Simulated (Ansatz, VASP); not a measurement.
# Two plane-wave programs on ZnS

Contents of INCAR:

```
SYSTEM = ZnS
  PREC = Accurate
  ENCUT = 520
  EDIFF = 1E-6
  ISMEAR = -1
  SIGMA = 0.02
  LREAL = .False.
  LASPH = .True.
  NELM = 80
  ALGO = Normal
  ISIF = 2
  LWAVE = .False.
  LCHARG = .True.
  GGA = PE
  LELF = .True.
  LVHAR = .True.
  NBANDS = 26
```

Contents of KPOINTS:

```
regular mesh
0
Gamma
  12 12 4
  0 0 0
```

Contents of POSCAR:

```
ZnS
1.0
    3.8054755645      0.0000000000      0.0000000000
   -1.9027377822      3.2956385124      0.0000000000
    0.0000000000      0.0000000000      6.2440483056
Zn S
2 2
Direct
    0.3333333333      0.6666666667      0.0003405378
    0.6666666667      0.3333333333      0.5003405378
    0.3333333333      0.6666666667      0.3746594622
    0.6666666667      0.3333333333      0.8746594622
```

Input for Ansatz:

```yaml
crystal:
  lattice:
    - [3.8054755645, 0.0, 0.0]
    - [-1.9027377822, 3.2956385124, 0.0]
    - [0.0, 0.0, 6.2440483056]
  atoms:
    - { symbol: Zn, position: [0.3333333333, 0.6666666667, 0.0003405378] }
    - { symbol: Zn, position: [0.6666666667, 0.3333333333, 0.5003405378] }
    - { symbol: S, position: [0.3333333333, 0.6666666667, 0.3746594622] }
    - { symbol: S, position: [0.6666666667, 0.3333333333, 0.8746594622] }
kpoints:
  mp_grid: { grid: [12, 12, 4] }
  band_path:
    path:
      - [[0.0, 0.0, 0.0], [0.5, -1.323783963067e-17, 4.385872056937e-34], [0.3333333333333, 0.3333333333333, 6.145712423851e-34], [0.0, 0.0, 0.0], [3.464255297709e-52, -1.873815365733e-50, 0.5], [0.5, -1.323783963067e-17, 0.5], [0.3333333333333, 0.3333333333333, 0.5], [3.464255297709e-52, -1.873815365733e-50, 0.5]]
      - [[0.5, -1.323783963067e-17, 0.5], [0.5, -1.323783963067e-17, 4.385872056937e-34]]
      - [[0.3333333333333, 0.3333333333333, 0.5], [0.3333333333333, 0.3333333333333, 6.145712423851e-34]]
    npoints: 10
hamiltonian:
  xc: pbe
scf:
  occupations: { method: fermi_dirac, width: 0.02 }
  n_extra_bands: 5
output:
  forces: true
  stress: true
  eigenvalues: true
```

Alike in both runs: task single point; functional PBE; k mesh 12 × 12 × 4; occupations fermi-dirac, width 0.02 eV; no spin polarisation.

|  | VASP | Ansatz |
| --- | --- | --- |
| version | VASP 6.6.1 | Ansatz 0.2.0 |
| potentials or method | VASP PAW PBE potentials, release 64 (Zn, S) | plane waves, PAW |
| plane-wave cutoff (eV) | 520 | 420 |
| valence electrons in the cell | 36 | 36 |

Ansatz gave:

```
gap on the k mesh at the Fermi level (eV) : 2.21
pressure (GPa)                            : 2.3
```

Problem. Estimate VASP's values.

Solution. gap on the k mesh at the Fermi level (eV): 2.22; pressure (GPa): 2.4.
